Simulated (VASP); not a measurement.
# TiAl (P-6m2) in VASP: further runs

The runs below take TiAl through single point, with LDA.

Program: VASP 6.6.1. These are calculated values, not measurements. Logs are shortened: lines on timing, memory, paths and dates and some standing lists are left out, and cuts for length are marked.

### 1 The cell of the first run

It takes space group P-6m2 (No. 187, hexagonal). Conventional cell: a = 2.885 Å, b = 2.885 Å, c = 4.709 Å, α = 90.00°, β = 90.00°, γ = 120.00°. Ti (site symmetry -6m2) has 6 Al at 2.88 Å and 6 Ti at 2.89 Å within 3.8 Å. Within 3.8 Å of Al (site symmetry -6m2) lie 6 Ti at 2.88 Å and 6 Al at 2.89 Å.

### 2 Single point, LDA, collinear spin (16.97 Å³/atom)

Contents of INCAR:

```
PREC     = Accurate       # precision mode
ENCUT    = 520            # plane-wave cutoff, eV
EDIFF    = 1E-7           # SCF threshold, eV
ISMEAR   = 0              # smearing method
SIGMA    = 0.15           # smearing width, eV
LREAL    = False          # projectors in reciprocal space
LASPH    = True           # aspherical terms in the spheres
NELM     = 150            # most SCF steps
ALGO     = Normal         # electronic algorithm
ISIF     = 2              # what is computed and relaxed
LWAVE    = False          # write WAVECAR
LCHARG   = True           # write CHGCAR
ISPIN    = 2              # spin polarisation
MAGMOM   = 1 0            # initial moments
LORBIT   = 11             # projections on sites
NUPDOWN  = 1.0            # fixed moment
LMAXMIX  = 4              # l up to which the mixer works
LELF     = True           # ELF
LVHAR    = True         
NBANDS   = 18             # bands
```

Contents of KPOINTS:

```
Automatic mesh
0
Gamma
  21 21 12
```

Contents of POSCAR:

```
TiAl
1.0
    2.8851007109      0.0000000000      0.0000000000
   -1.4425503555      2.4985705081      0.0000000000
    0.0000000000      0.0000000000      4.7093569155
Ti Al
1 1
Direct
    0.0000000000      0.0000000000      0.0000000000
    0.3333333333      0.6666666667      0.5000000000
```

Potentials or basis: VASP PAW LDA potentials, release 64 (Ti_sv, Al).

Command:

```sh
> cat potpaw_LDA.64/Ti_sv/POTCAR potpaw_LDA.64/Al/POTCAR > POTCAR
> mpirun -np 1 vasp_std > vasp.out
```

OUTCAR:

```text
PREC = Accurate
   ENCUT = 520
   EDIFF = 1E-7
   ISMEAR = 0
   LREAL = False
   LASPH = True
   NELM = 150
   ISIF = 2
   ISPIN = 2
   LORBIT = 11
   NUPDOWN = 1.0

 ion  position               nearest neighbor table
   1  0.000  0.000  0.000-   2 2.88   2 2.88   2 2.88   2 2.88   2 2.88   2 2.88
   2  0.333  0.667  0.500-   1 2.88   1 2.88   1 2.88   1 2.88   1 2.88   1 2.88

  LATTYP: Found a hexagonal cell.
 ALAT       =     2.8851007109
 C/A-ratio  =     1.6323024350

  Lattice vectors:

 A1 = (   2.8851007109,   0.0000000000,   0.0000000000)
 A2 = (  -1.4425503555,   2.4985705081,   0.0000000000)
 A3 = (   0.0000000000,   0.0000000000,   4.7093569155)

Analysis of symmetry for initial positions (statically):
=====================================================================
 Subroutine PRICEL returns:
 Original cell was already a primitive cell.

 Routine SETGRP: Setting up the symmetry group for a
 hexagonal supercell.

 Subroutine GETGRP returns: Found 12 space group operations
 (whereof 12 operations were pure point group operations)
 out of a pool of 24 trial point group operations.

The static configuration has the point symmetry D_3h.

Analysis of symmetry for dynamics (positions and initial velocities):
=====================================================================
 Subroutine PRICEL returns:
 Original cell was already a primitive cell.

 Routine SETGRP: Setting up the symmetry group for a
 hexagonal supercell.

 Subroutine GETGRP returns: Found 12 space group operations
 (whereof 12 operations were pure point group operations)
 out of a pool of 24 trial point group operations.

The dynamic configuration has the point symmetry D_3h.

Analysis of structural, dynamic, and magnetic symmetry:
=====================================================================
 Subroutine PRICEL returns:
 Original cell was already a primitive cell.

 Routine SETGRP: Setting up the symmetry group for a
 hexagonal supercell.

 Subroutine GETGRP returns: Found 12 space group operations
 (whereof 12 operations were pure point group operations)
 out of a pool of 24 trial point group operations.

The overall configuration has the point symmetry D_3h.

 Subroutine INISYM returns: Found 12 space group operations
 (whereof 12 operations are pure point group operations),
 and found     1 'primitive' translations

----------------------------------------------------------------------------------------

                                     Primitive cell

  volume of cell :      33.9480

  direct lattice vectors                    reciprocal lattice vectors
     2.885100711  0.000000000  0.000000000     0.346608351  0.200114425  0.000000000
    -1.442550356  2.498570508  0.000000000     0.000000000  0.400228850  0.000000000
     0.000000000  0.000000000  4.709356915     0.000000000  0.000000000  0.212343218

  length of vectors
     2.885100711  2.885100711  4.709356915     0.400228850  0.400228850  0.212343218

  position of ions in fractional coordinates (direct lattice)
     0.000000000  0.000000000  0.000000000
     0.333333333  0.666666667  0.500000000

  ion indices of the primitive-cell ions
   primitive index   ion index
                 1           1
                 2           2

----------------------------------------------------------------------------------------

 KPOINTS: Automatic mesh

Automatic generation of k-mesh.
 Grid dimensions read from file:
 generate k-points for:   21   21   12

 Generating k-lattice:

  Cartesian coordinates                     Fractional coordinates (reciprocal lattice)
     0.016505160  0.009529258  0.000000000     0.047619048  0.000000000  0.000000000
     0.000000000  0.019058517  0.000000000     0.000000000  0.047619048  0.000000000
     0.000000000  0.000000000  0.017695268     0.000000000  0.000000000  0.083333333

  Length of vectors
     0.019058517  0.019058517  0.017695268

  Shift w.r.t. Gamma in fractional coordinates (k-lattice)
     0.000000000  0.000000000  0.000000000

 Subroutine IBZKPT returns following result:
 ===========================================

 Found    336 irreducible k-points:

 Following reciprocal coordinates:
            Coordinates               Weight
  0.000000  0.000000  0.000000      1.000000
  0.047619  0.000000  0.000000      6.000000
  0.095238 -0.000000  0.000000      6.000000
  0.142857 -0.000000  0.000000      6.000000
  0.190476 -0.000000  0.000000      6.000000
  0.238095  0.000000  0.000000      6.000000
[... 16 lines left out ...]
  0.142857  0.095238  0.000000     12.000000
  0.190476  0.095238  0.000000     12.000000
 [... further k-points ...]
   k-points           NKPTS =    336   k-points in BZ     NKDIM =    336   number of bands    NBANDS=     18
   number of dos      NEDOS =    301   number of ions     NIONS =      2
   total plane-waves  NPLWV =  20736
   dimension x,y,z NGX =    24 NGY =   24 NGZ =   36
   dimension x,y,z NGXF=    48 NGYF=   48 NGZF=   72
   ions per type =               1   1
   NGX,Y,Z   is equivalent  to a cutoff of  13.83, 13.83, 12.71 a.u.
   NGXF,Y,Z  is equivalent  to a cutoff of  27.66, 27.66, 25.42 a.u.
 SYSTEM =  unknown system
   PREC   = accura    normal or accurate (medium, high low for compatibility)
   ISTART =      0    job   : 0-new  1-cont  2-samecut
   ICHARG =      2    charge: 1-file 2-atom 10-const
   ISPIN  =      2    spin polarized calculation?
   LNONCOLLINEAR =      F non collinear calculations
   LSORBIT =      F    spin-orbit coupling
   LASPH  =      T    aspherical Exc in radial PAW
   ENCUT  =  520.0 eV  38.22 Ry    6.18 a.u.   5.36  5.36  8.76*2*pi/ulx,y,z
   NELM   =    150;   NELMIN=  2; NELMDL= -5     # of ELM steps
   EDIFF  = 0.1E-06   stopping-criterion for ELM
   LREAL  =      F    real-space projection
   EDIFFG = 0.1E-05   stopping-criterion for IOM
   NSW    =      0    number of steps for IOM
   IBRION =     -1    ionic relax: 0-MD 1-quasi-New 2-CG
   NFREE  =      0    steps in history (QN), initial steepest desc. (CG)
   ISIF   =      2    stress and relaxation
   ISYM   =      2    0-nonsym 1-usesym 2-fastsym
   POTIM  = 0.5000    time-step for ionic-motion
   TEBEG  =    0.0;   TEEND  =   0.0 temperature during run
   PSTRESS=    0.0 pullay stress
   NELECT =      15.0000    total number of electrons
   NUPDOWN=       1.0000    fix difference up-down
   EMIN   =  10.00;   EMAX   =-10.00  energy-range for DOS
   EFERMI =   0.00;   METHOD = LEGACY
   ISMEAR =     0;   SIGMA  =   0.15  broadening in eV -4-tet -1-fermi 0-gaus
   EFERMI_NEDOS =   21; number of points for ismear=-14 and -15
   IALGO  =     38    algorithm
   IMIX   =      4    mixing-type and parameters
     AMIX     =   0.40;   BMIX     =  1.00
     AMIX_MAG =   1.60;   BMIX_MAG =  1.00
  volume/ion in A,a.u.               =      16.97       114.55
  Fermi-wavevector in a.u.,A,eV,Ry     =   1.246906  2.356311 21.154006  1.554776
  Thomas-Fermi vector in A             =   2.381063
   LORBIT       =     11    0 simple, 1 ext, 2 COOP (PROOUT), +10 PAW based schemes
   GGA     = CA    functional components
   LHFCALC =     F    Hartree Fock is set to
   AEXX    =    0.0000 exact exchange contribution
   IVDW    =     0    specifies the selected vdW correction
   LEPSILON=     F    determine dielectric tensor
   LRPA    =     F    only Hartree local field effects (RPA)
 spin polarized calculation
 Gauss-broadening in eV      SIGMA  =   0.15
  energy-cutoff  :      520.00
  volume of cell :       33.95
 maximum number of plane-waves:       941
 NGX is ok and might be reduce to    24
   NGX = 11   NGY = 11   NGZ = 17

 number of electron      14.9999997 magnetization       1.0000000

 Free energy of the ion-electron system (eV)
  ---------------------------------------------------
  ext. energy  EPLUGINS =         0.00000000
  ---------------------------------------------------
  free energy    TOTEN  =       -13.10258254 eV

  energy without entropy =      -13.08400954  energy(sigma->0) =      -13.09329604

 E-fermi :   7.3530     XC(G=0): -11.0615

 val. band max:        7.8617359424   @ k =   0.3333   0.2381   0.0000
 cond. band min:       7.3565128021   @ k =   0.3810   0.0476   0.2500
 fundamental gap:     -0.5052231403
 Fermi energy:         7.8638787383

 spin component 1

 k-point     1 :       0.0000    0.0000    0.0000
  band No.  band energies     occupation
      1     -48.5908      1.00000
      2     -25.2918      1.00000
      3     -24.8895      1.00000
      4     -24.8895      1.00000
      5      -1.4613      1.00000
      6       4.9359      1.00000
[... 10 lines left out ...]
     17      21.1699      0.00000
     18      24.2822      0.00000
[... 463 lines left out ...]
 k-point    24 :       0.1905    0.0952    0.0000
  band No.  band energies     occupation
      1     -48.5435      1.00000
      2     -25.2457      1.00000
      3     -25.1683      1.00000
      4     -24.9677      1.00000
      5       0.0594      1.00000
      6       5.7091      1.00000
[... 10 lines left out ...]
     17      22.3159      0.00000
     18      23.2553      0.00000

 [... further k-points ...]

 spin component 2

 k-point     1 :       0.0000    0.0000    0.0000
  band No.  band energies     occupation
      1     -48.0811      1.00000
      2     -24.8350      1.00000
      3     -24.3563      1.00000
      4     -24.3563      1.00000
      5      -1.2383      1.00000
      6       5.5022      1.00000
[... 10 lines left out ...]
     17      21.6183      0.00000
     18      24.5178      0.00000
[... 463 lines left out ...]
 k-point    24 :       0.1905    0.0952    0.0000
  band No.  band energies     occupation
      1     -48.0342      1.00000
      2     -24.7888      1.00000
      3     -24.6329      1.00000
      4     -24.4339      1.00000
      5       0.2786      1.00000
      6       6.0269      1.00000
[... 10 lines left out ...]
     17      22.5865      0.00000
     18      23.6457      0.00000

 [... further k-points ...]

------------------------ aborting loop because EDIFF is reached ----------------------------------------

  FORCE on cell =-STRESS in cart. coord.  units (eV):
  Direction    XX          YY          ZZ          XY          YZ          ZX
  --------------------------------------------------------------------------------------
  -------------------------------------------------------------------------------------
  Total       -1.1357183     -1.1357183     -2.1194822      0.0000000      0.0000000      0.0000000
  in kB      -53.6002733    -53.6002733   -100.0290545      0.0000000      0.0000000      0.0000000
  external PRESSURE =     -69.0765337 kB  Pullay stress =       0.0000000 kB

 VOLUME and BASIS-vectors are now :
 -----------------------------------------------------------------------------
  energy-cutoff  :      520.00
  volume of cell :       33.95
      direct lattice vectors                 reciprocal lattice vectors
     2.885100711  0.000000000  0.000000000     0.346608351  0.200114425  0.000000000
    -1.442550356  2.498570508  0.000000000     0.000000000  0.400228850  0.000000000
     0.000000000  0.000000000  4.709356915     0.000000000  0.000000000  0.212343218

 POSITION                                       TOTAL-FORCE (eV/Angst)
 -----------------------------------------------------------------------------------
      0.00000      0.00000      0.00000        -0.000000      0.000000      0.000000
     -0.00000      1.66571      2.35468         0.000000     -0.000000      0.000000
 -----------------------------------------------------------------------------------
    total drift:                                0.000000     -0.000000      0.000000

  FREE ENERGIE OF THE ION-ELECTRON SYSTEM (eV)
  ---------------------------------------------------
  free  energy   TOTEN  =       -13.1025825355 eV

  energy  without entropy=      -13.0840095392  energy(sigma->0) =      -13.09329604

 total charge

# of ion       s       p       d       tot
------------------------------------------
    1        2.216   6.121   1.931  10.268
    2        0.437   0.374   0.000   0.811
--------------------------------------------------
tot          2.653   6.495   1.931  11.080

 magnetization (x)

# of ion       s       p       d       tot
------------------------------------------
    1        0.008   0.046   0.562   0.616
    2        0.002   0.020   0.000   0.021
--------------------------------------------------
tot          0.009   0.066   0.562   0.637
```

Wall time 2.3 min (1 thread of Intel Xeon 6975P-C (Granite Rapids), shared host); peak memory 0.39 GiB.

Results:

```
Free energy                                           : -13.1026 eV
Pressure                                              : -6.9 GPa
Net moment                                            : 1.00 μB per cell
Site moments                                          : Ti +0.62; Al +0.02 μB
Valence electrons inside the program's atomic spheres : Ti 10.27; Al 0.81
```

Stress tensor (GPa, compression positive):
```
 -5.36   0.00   0.00
  0.00  -5.36   0.00
  0.00   0.00 -10.00
```

Caveat: the cell stands under tension; the total moment is fixed, so each spin has its own Fermi level and the state may be an excited one.

(Part 1 of 2 ends here.)
